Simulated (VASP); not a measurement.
# MoS (F-43m) in VASP: notebook, part 2 of 2

VASP 6.6.1.

## (5) Single point, r2SCAN+U, collinear spin

This run uses another cell than the first one, of 24.16 Å³/atom.

The input, POSCAR:

```
MoS
1.0
    0.0000000000      2.8909032115      2.8909032115
    2.8909032115      0.0000000000      2.8909032115
    2.8909032115      2.8909032115      0.0000000000
Mo S
1 1
Direct
    0.0000000000      0.0000000000      0.0000000000
    0.2500000000      0.2500000000      0.2500000000
```

The input, INCAR.step1:

```
SYSTEM = MoS
ALGO = Normal ; EDIFF = 1E-4
ENCUT = 520 ; GGA = PE
ISMEAR = 0 ; ISPIN = 2
LASPH = .TRUE. ; LCHARG = .FALSE.
LDAU = .TRUE. ; LDAUJ = 0 0
LDAUL = 2 -1 ; LDAUTYPE = 2
LDAUU = 4.38 0 ; LMAXMIX = 4
LREAL = .FALSE. ; LWAVE = .TRUE.
MAGMOM = 2 0 ; NBANDS = 21
NELM = 150 ; PREC = Accurate
SIGMA = 0.1
```

The input, INCAR.step2:

```
SYSTEM = MoS
ALGO = Normal ; EDIFF = 1E-6
ENCUT = 520 ; ISIF = 2
ISMEAR = 0 ; ISPIN = 2
ISTART = 1 ; LASPH = .TRUE.
LCHARG = .FALSE. ; LDAU = .TRUE.
LDAUJ = 0 0 ; LDAUL = 2 -1
LDAUPRINT = 1 ; LDAUTYPE = 2
LDAUU = 4.38 0 ; LMAXMIX = 4
LMIXTAU = .TRUE. ; LORBIT = 11
LREAL = .FALSE. ; LWAVE = .FALSE.
MAGMOM = 2 0 ; METAGGA = R2SCAN
NBANDS = 21 ; NELM = 150
PREC = Accurate ; SIGMA = 0.1
```

The input, KPOINTS:

```
k-points
0
G
  12 12 12
  0 0 0
```

Potentials or basis: VASP PAW PBE potentials, release 64 (Mo_sv, S).

Command:

```bash
cat potpaw_PBE.64/Mo_sv/POTCAR potpaw_PBE.64/S/POTCAR > POTCAR
cp INCAR.step1 INCAR
mpirun -np 1 vasp_std > vasp.out
cp INCAR.step2 INCAR
mpirun -np 1 vasp_std > vasp.out
```

OUTCAR:

```text
SYSTEM = MoS
   EDIFF = 1E-6
   ENCUT = 520
   ISIF = 2
   ISMEAR = 0
   ISPIN = 2
   ISTART = 1
   LASPH = .TRUE.
   LORBIT = 11
   LREAL = .FALSE.
   METAGGA = R2SCAN
   NELM = 150
   PREC = Accurate

 ion  position               nearest neighbor table
   1  0.000  0.000  0.000-   2 2.50   2 2.50   2 2.50   2 2.50
   2  0.250  0.250  0.250-   1 2.50   1 2.50   1 2.50   1 2.50

  LATTYP: Found a face centered cubic cell.
 ALAT       =     5.7818064230

  Lattice vectors:

 A1 = (   0.0000000000,   2.8909032115,   2.8909032115)
 A2 = (   2.8909032115,   0.0000000000,   2.8909032115)
 A3 = (   2.8909032115,   2.8909032115,   0.0000000000)

Analysis of symmetry for initial positions (statically):
=====================================================================
 Subroutine PRICEL returns:
 Original cell was already a primitive cell.

 Routine SETGRP: Setting up the symmetry group for a
 face centered cubic supercell.

 Subroutine GETGRP returns: Found 24 space group operations
 (whereof 24 operations were pure point group operations)
 out of a pool of 48 trial point group operations.

The static configuration has the point symmetry T_d .

Analysis of symmetry for dynamics (positions and initial velocities):
=====================================================================
 Subroutine PRICEL returns:
 Original cell was already a primitive cell.

 Routine SETGRP: Setting up the symmetry group for a
 face centered cubic supercell.

 Subroutine GETGRP returns: Found 24 space group operations
 (whereof 24 operations were pure point group operations)
 out of a pool of 48 trial point group operations.

The dynamic configuration has the point symmetry T_d .

Analysis of structural, dynamic, and magnetic symmetry:
=====================================================================
 Subroutine PRICEL returns:
 Original cell was already a primitive cell.

 Routine SETGRP: Setting up the symmetry group for a
 face centered cubic supercell.

 Subroutine GETGRP returns: Found 24 space group operations
 (whereof 24 operations were pure point group operations)
 out of a pool of 48 trial point group operations.

The overall configuration has the point symmetry T_d .

 Subroutine INISYM returns: Found 24 space group operations
 (whereof 24 operations are pure point group operations),
 and found     1 'primitive' translations

----------------------------------------------------------------------------------------

                                     Primitive cell

  volume of cell :      48.3204

  direct lattice vectors                    reciprocal lattice vectors
     0.000000000  2.890903211  2.890903211    -0.172956327  0.172956327  0.172956327
     2.890903211  0.000000000  2.890903211     0.172956327 -0.172956327  0.172956327
     2.890903211  2.890903211  0.000000000     0.172956327  0.172956327 -0.172956327

  length of vectors
     4.088354529  4.088354529  4.088354529     0.299569145  0.299569145  0.299569145

[... 111 lines left out ...]
   AEXX    =    0.0000 exact exchange contribution
   IVDW    =     0    specifies the selected vdW correction
   LEPSILON=     F    determine dielectric tensor
   LRPA    =     F    only Hartree local field effects (RPA)
 spin polarized calculation
 Gauss-broadening in eV      SIGMA  =   0.10
  energy-cutoff  :      520.00
  volume of cell :       48.32
 maximum number of plane-waves:      1319
   NGX = 15   NGY = 15   NGZ = 15

atom =   1  type =  1  l = 2

 onsite density matrix

spin component  1

  0.6928 -0.0000  0.0000  0.0000  0.0000
 -0.0000  0.6928  0.0000  0.0000 -0.0000
  0.0000  0.0000  0.8242 -0.0000  0.0000
  0.0000  0.0000 -0.0000  0.6928  0.0000
  0.0000 -0.0000  0.0000  0.0000  0.8242

spin component  2

  0.0692  0.0000  0.0000 -0.0000 -0.0000
  0.0000  0.0692  0.0000 -0.0000 -0.0000
  0.0000  0.0000  0.0190 -0.0000  0.0000
 -0.0000 -0.0000 -0.0000  0.0692 -0.0000
 -0.0000 -0.0000  0.0000 -0.0000  0.0190

 occupancies and eigenvectors

  o =  0.0190  v =  0.0000  0.0000  0.0000  0.0000  0.0000 -0.0000  0.0000  0.1142 -0.0000 -0.9935      0.0000  0.0000  0.0000  0.0000  0.0000  0.0000  0.0000  0.0000  0.0000  0.0000
  o =  0.0190  v =  0.0000  0.0000  0.0000  0.0000  0.0000  0.0000 -0.0000  0.9935 -0.0000  0.1142      0.0000  0.0000  0.0000  0.0000  0.0000  0.0000  0.0000  0.0000  0.0000  0.0000
  o =  0.0692  v =  0.0000  0.0000  0.0000  0.0000  0.0000  1.0000  0.0000  0.0000 -0.0000 -0.0000      0.0000  0.0000  0.0000  0.0000  0.0000  0.0000  0.0000  0.0000  0.0000  0.0000
  o =  0.0692  v =  0.0000  0.0000  0.0000  0.0000  0.0000  0.0000  0.0089  0.0000  1.0000  0.0000      0.0000  0.0000  0.0000  0.0000  0.0000  0.0000  0.0000  0.0000  0.0000  0.0000
  o =  0.0692  v =  0.0000  0.0000  0.0000  0.0000  0.0000 -0.0000  1.0000  0.0000 -0.0089  0.0000      0.0000  0.0000  0.0000  0.0000  0.0000  0.0000  0.0000  0.0000  0.0000  0.0000
  o =  0.6928  v =  0.0000 -0.9969 -0.0000  0.0783  0.0000  0.0000  0.0000  0.0000  0.0000  0.0000      0.0000  0.0000  0.0000  0.0000  0.0000  0.0000  0.0000  0.0000  0.0000  0.0000
  o =  0.6928  v =  1.0000  0.0000  0.0000  0.0000  0.0000  0.0000  0.0000  0.0000  0.0000  0.0000      0.0000  0.0000  0.0000  0.0000  0.0000  0.0000  0.0000  0.0000  0.0000  0.0000
  o =  0.6928  v =  0.0000 -0.0783  0.0000 -0.9969  0.0000  0.0000  0.0000  0.0000  0.0000  0.0000      0.0000  0.0000  0.0000  0.0000  0.0000  0.0000  0.0000  0.0000  0.0000  0.0000
  o =  0.8242  v =  0.0000 -0.0000  0.9791  0.0000  0.2036  0.0000  0.0000  0.0000  0.0000  0.0000      0.0000  0.0000  0.0000  0.0000  0.0000  0.0000  0.0000  0.0000  0.0000  0.0000
  o =  0.8242  v =  0.0000  0.0000 -0.2036  0.0000  0.9791  0.0000  0.0000  0.0000  0.0000  0.0000      0.0000  0.0000  0.0000  0.0000  0.0000  0.0000  0.0000  0.0000  0.0000  0.0000

 number of electron      20.0000000 magnetization       4.0000001

 Free energy of the ion-electron system (eV)
  ---------------------------------------------------
  ext. energy  EPLUGINS =         0.00000000
  ---------------------------------------------------
  free energy    TOTEN  =       -30.39259343 eV

  energy without entropy =      -30.38766757  energy(sigma->0) =      -30.39013050

 E-fermi :   6.0181     XC(G=0): -10.0494

 val. band max:        6.0067280452   @ k =   0.5000   0.1667   0.0000
 cond. band min:       6.0209108718   @ k =   0.4167   0.3333   0.0833
 fundamental gap:      0.0141828266
 Fermi energy:         6.0181419569

 spin component 1

 k-point     1 :       0.0000    0.0000    0.0000
  band No.  band energies     occupation
      1     -58.1011      1.00000
      2     -31.7025      1.00000
      3     -31.7025      1.00000
      4     -31.7025      1.00000
      5      -8.9341      1.00000
      6      -0.0284      1.00000
[... 1145 lines left out ...]
     20      19.1457      0.00000
     21      22.0413      0.00000

 [... further k-points ...]

------------------------ aborting loop because EDIFF is reached ----------------------------------------

  FORCE on cell =-STRESS in cart. coord.  units (eV):
  Direction    XX          YY          ZZ          XY          YZ          ZX
  --------------------------------------------------------------------------------------
  -------------------------------------------------------------------------------------
  Total        1.5344126      1.5344126      1.5344126      0.0000000      0.0000000      0.0000000
  in kB       50.8770688     50.8770688     50.8770688      0.0000000      0.0000000      0.0000000
  external PRESSURE =      50.8770688 kB  Pullay stress =       0.0000000 kB

 VOLUME and BASIS-vectors are now :
 -----------------------------------------------------------------------------
  energy-cutoff  :      520.00
  volume of cell :       48.32
      direct lattice vectors                 reciprocal lattice vectors
     0.000000000  2.890903211  2.890903211    -0.172956327  0.172956327  0.172956327
     2.890903211  0.000000000  2.890903211     0.172956327 -0.172956327  0.172956327
     2.890903211  2.890903211  0.000000000     0.172956327  0.172956327 -0.172956327

 POSITION                                       TOTAL-FORCE (eV/Angst)
 -----------------------------------------------------------------------------------
      0.00000      0.00000      0.00000         0.000000      0.000000     -0.000000
      1.44545      1.44545      1.44545        -0.000000     -0.000000      0.000000
 -----------------------------------------------------------------------------------
    total drift:                               -0.000000     -0.000000     -0.000000

  FREE ENERGIE OF THE ION-ELECTRON SYSTEM (eV)
  ---------------------------------------------------
  free  energy   TOTEN  =       -30.3925934260 eV

  energy  without entropy=      -30.3876675738  energy(sigma->0) =      -30.39013050

 total charge

# of ion       s       p       d       tot
------------------------------------------
    1        2.215   6.096   3.934  12.245
    2        1.315   2.447   0.000   3.762
--------------------------------------------------
tot          3.529   8.543   3.934  16.007

 magnetization (x)

# of ion       s       p       d       tot
------------------------------------------
    1        0.066   0.050   3.455   3.571
    2       -0.004  -0.180   0.000  -0.184
--------------------------------------------------
tot          0.062  -0.131   3.455   3.386
```

Wall time 7.1 min (1 thread of Oxide Virtual Turin-like, shared host); peak memory 0.23 GiB.

What came out:

| Item | Value |
| --- | --- |
| Free energy | -30.3926 eV |
| Pressure | 5.1 GPa |
| Band gap on the k mesh | zero (filled and empty bands overlap) |
| Net moment | 4.00 μB per cell |
| Site moments | Mo +3.57; S -0.18 μB |
| Valence electrons inside the program's atomic spheres | Mo 12.24; S 3.76 |

Eigenvalues of the final occupation matrices:
```tsv
site	spin	trace	eigenvalues
site 1 d	1	3.73	0.69 0.69 0.69 0.82 0.82
site 1 d	2	0.25	0.02 0.02 0.07 0.07 0.07
```

Caveat: the cell stands under pressure; the PAW data sets were made with another functional, which shifts forces and pressure a little.

## (6) Single point, r2SCAN+U, collinear spin

This run uses another cell than the first one, of 25.21 Å³/atom.

The input, POSCAR:

```
MoS
1.0
    0.0000000000      2.9322074092      2.9322074092
    2.9322074092      0.0000000000      2.9322074092
    2.9322074092      2.9322074092      0.0000000000
Mo S
1 1
Direct
    0.0000000000      0.0000000000      0.0000000000
    0.2500000000      0.2500000000      0.2500000000
```

INCAR.step1 is that of step 5.

The input, INCAR.step2:

```
SYSTEM = MoS
ALGO = Normal ; EDIFF = 1E-7
ENCUT = 520 ; ISIF = 2
ISMEAR = 0 ; ISPIN = 2
ISTART = 1 ; LASPH = .TRUE.
LCHARG = .TRUE. ; LDAU = .TRUE.
LDAUJ = 0 0 ; LDAUL = 2 -1
LDAUPRINT = 1 ; LDAUTYPE = 2
LDAUU = 4.38 0 ; LELF = .TRUE.
LMAXMIX = 4 ; LMIXTAU = .TRUE.
LORBIT = 11 ; LREAL = .FALSE.
LVHAR = .TRUE. ; LWAVE = .FALSE.
MAGMOM = 2 0 ; METAGGA = R2SCAN
NBANDS = 21 ; NELM = 150
PREC = Accurate ; SIGMA = 0.1
```

KPOINTS is that of step 5.

Potentials or basis: VASP PAW PBE potentials, release 64 (Mo_sv, S).

Command:

```bash
cat potpaw_PBE.64/Mo_sv/POTCAR potpaw_PBE.64/S/POTCAR > POTCAR
cp INCAR.step1 INCAR
mpirun -np 1 vasp_std > vasp.out
cp INCAR.step2 INCAR
mpirun -np 1 vasp_std > vasp.out
```

OUTCAR:

```text
SYSTEM = MoS
   EDIFF = 1E-7
   ENCUT = 520
   ISIF = 2
   ISMEAR = 0
   ISPIN = 2
   ISTART = 1
   LASPH = .TRUE.
   LORBIT = 11
   LREAL = .FALSE.
   METAGGA = R2SCAN
   NELM = 150
   PREC = Accurate

 ion  position               nearest neighbor table
   1  0.000  0.000  0.000-   2 2.54   2 2.54   2 2.54   2 2.54
   2  0.250  0.250  0.250-   1 2.54   1 2.54   1 2.54   1 2.54

  LATTYP: Found a face centered cubic cell.
 ALAT       =     5.8644148184

  Lattice vectors:

 A1 = (   0.0000000000,   2.9322074092,   2.9322074092)
 A2 = (   2.9322074092,   0.0000000000,   2.9322074092)
 A3 = (   2.9322074092,   2.9322074092,   0.0000000000)

Analysis of symmetry for initial positions (statically):
=====================================================================
 Subroutine PRICEL returns:
 Original cell was already a primitive cell.

 Routine SETGRP: Setting up the symmetry group for a
 face centered cubic supercell.

 Subroutine GETGRP returns: Found 24 space group operations
 (whereof 24 operations were pure point group operations)
 out of a pool of 48 trial point group operations.

[... 1376 lines left out ...]
     21      21.2103      0.00000

 [... further k-points ...]

------------------------ aborting loop because EDIFF is reached ----------------------------------------

  FORCE on cell =-STRESS in cart. coord.  units (eV):
  Direction    XX          YY          ZZ          XY          YZ          ZX
  --------------------------------------------------------------------------------------
  -------------------------------------------------------------------------------------
  Total        0.5553032      0.5553032      0.5553032      0.0000000      0.0000000      0.0000000
  in kB       17.6452039     17.6452039     17.6452039      0.0000000      0.0000000      0.0000000
  external PRESSURE =      17.6452039 kB  Pullay stress =       0.0000000 kB

 VOLUME and BASIS-vectors are now :
 -----------------------------------------------------------------------------
  energy-cutoff  :      520.00
  volume of cell :       50.42
      direct lattice vectors                 reciprocal lattice vectors
     0.000000000  2.932207409  2.932207409    -0.170519997  0.170519997  0.170519997
     2.932207409  0.000000000  2.932207409     0.170519997 -0.170519997  0.170519997
     2.932207409  2.932207409  0.000000000     0.170519997  0.170519997 -0.170519997

 POSITION                                       TOTAL-FORCE (eV/Angst)
 -----------------------------------------------------------------------------------
      0.00000      0.00000      0.00000         0.000000      0.000000      0.000000
      1.46610      1.46610      1.46610        -0.000000     -0.000000     -0.000000
 -----------------------------------------------------------------------------------
    total drift:                                0.000000      0.000000      0.000000

  FREE ENERGIE OF THE ION-ELECTRON SYSTEM (eV)
  ---------------------------------------------------
  free  energy   TOTEN  =       -30.4370699614 eV

  energy  without entropy=      -30.4321465851  energy(sigma->0) =      -30.43460827

 total charge

# of ion       s       p       d       tot
------------------------------------------
    1        2.205   6.085   3.916  12.206
    2        1.315   2.428   0.000   3.743
--------------------------------------------------
tot          3.520   8.513   3.916  15.949

 magnetization (x)

# of ion       s       p       d       tot
------------------------------------------
    1        0.065   0.047   3.481   3.592
    2       -0.003  -0.193   0.000  -0.196
--------------------------------------------------
tot          0.062  -0.146   3.481   3.396
```

OUTCAR.step1:

```text
SYSTEM = MoS
   EDIFF = 1E-4
   ENCUT = 520
   GGA = PE
   ISMEAR = 0
   ISPIN = 2
[... 1398 lines left out ...]
      0.00000      0.00000      0.00000        -0.000000     -0.000000     -0.000000
      1.46610      1.46610      1.46610         0.000000      0.000000      0.000000
 -----------------------------------------------------------------------------------
    total drift:                                0.000000      0.000000      0.000000

  FREE ENERGIE OF THE ION-ELECTRON SYSTEM (eV)
  ---------------------------------------------------
  free  energy   TOTEN  =       -10.6706224159 eV

  energy  without entropy=      -10.6650004425  energy(sigma->0) =      -10.66781143
```

OSZICAR.step1:

```text
N       E                     dE             d eps       ncg     rms          rms(c)
DAV:   1     0.140021577094E+03    0.14002E+03   -0.99438E+03  6088   0.883E+02
DAV:   2    -0.542589875138E+01   -0.14545E+03   -0.14064E+03  7134   0.251E+02
DAV:   3    -0.999069091311E+01   -0.45648E+01   -0.45224E+01  7333   0.407E+01
DAV:   4    -0.100262315624E+02   -0.35541E-01   -0.35530E-01  6763   0.397E+00
DAV:   5    -0.100266510551E+02   -0.41949E-03   -0.41949E-03  7355   0.428E-01    0.105E+01
DAV:   6    -0.997637359436E+01    0.50277E-01   -0.65471E+00  6538   0.126E+01    0.722E+00
DAV:   7    -0.102846344461E+02   -0.30826E+00   -0.41136E-01  6578   0.390E+00    0.452E+00
DAV:   8    -0.105479672876E+02   -0.26333E+00   -0.36919E-01  6509   0.320E+00    0.366E+00
DAV:   9    -0.106275323001E+02   -0.79565E-01   -0.33527E-01  6570   0.366E+00    0.152E+00
DAV:  10    -0.106230631329E+02    0.44692E-02   -0.16231E-01  6468   0.224E+00    0.128E+00
DAV:  11    -0.106686875996E+02   -0.45624E-01   -0.44463E-02  6744   0.121E+00    0.330E-01
DAV:  12    -0.106704200183E+02   -0.17324E-02   -0.16746E-03  6698   0.228E-01    0.155E-01
DAV:  13    -0.106705946074E+02   -0.17459E-03   -0.50507E-04  6928   0.134E-01    0.951E-02
DAV:  14    -0.106706224159E+02   -0.27808E-04   -0.24722E-04  5773   0.102E-01
   1 F= -.10670622E+02 E0= -.10667811E+02  d E =-.562197E-02  mag=     3.9925
```

Wall time 8.2 min (1 thread of Oxide Virtual Turin-like, shared host); peak memory 0.26 GiB.

Results:

* Free energy: -30.4371 eV
* Pressure: 1.8 GPa
* Band gap on the k mesh: zero (filled and empty bands overlap)
* Net moment: 4.00 μB per cell
* Site moments: Mo +3.59; S -0.20 μB
* Valence electrons inside the program's atomic spheres: Mo 12.21; S 3.74

Eigenvalues of the final occupation matrices:
| site | spin | trace | eigenvalues |
| --- | --- | --- | --- |
| site 1 d | 1 | 3.73 | 0.69 0.69 0.69 0.83 0.83 |
| site 1 d | 2 | 0.22 | 0.02 0.02 0.06 0.06 0.06 |

Caveat: the PAW data sets were made with another functional, which shifts forces and pressure a little.

## (7) Overview

```csv
cell,gap on the mesh (eV),pressure (GPa),moment (μB)
"a = 4.259 Å, angles 60.0°, 2 atoms",none,-3.0,4.00
"a = 4.339 Å, angles 60.0°, 2 atoms",none,-5.3,4.00
"a = 4.442 Å, angles 60.0°, 2 atoms",none,-7.4,4.00
"a = 4.088 Å, angles 60.0°, 2 atoms",none,5.1,4.00
"a = 4.147 Å, angles 60.0°, 2 atoms",none,1.8,4.00
```

Alike in all rows: task single point; level r2SCAN+U; potentials or basis VASP PAW PBE potentials, release 64 (Mo_sv, S); spin collinear; Mo d U = 4.38 eV; k mesh 12 × 12 × 12; cutoff (eV) 520; smearing gaussian 0.1 eV.

Caveats: the PAW data sets were made with another functional, which shifts forces and pressure a little; the cell stands under tension (at least some runs); the cell stands under pressure (at least some runs).

Absolute energies hang on the potentials; compare differences alone.

The gap in the log of VASP goes by the Fermi energy; the results here count the filled bands.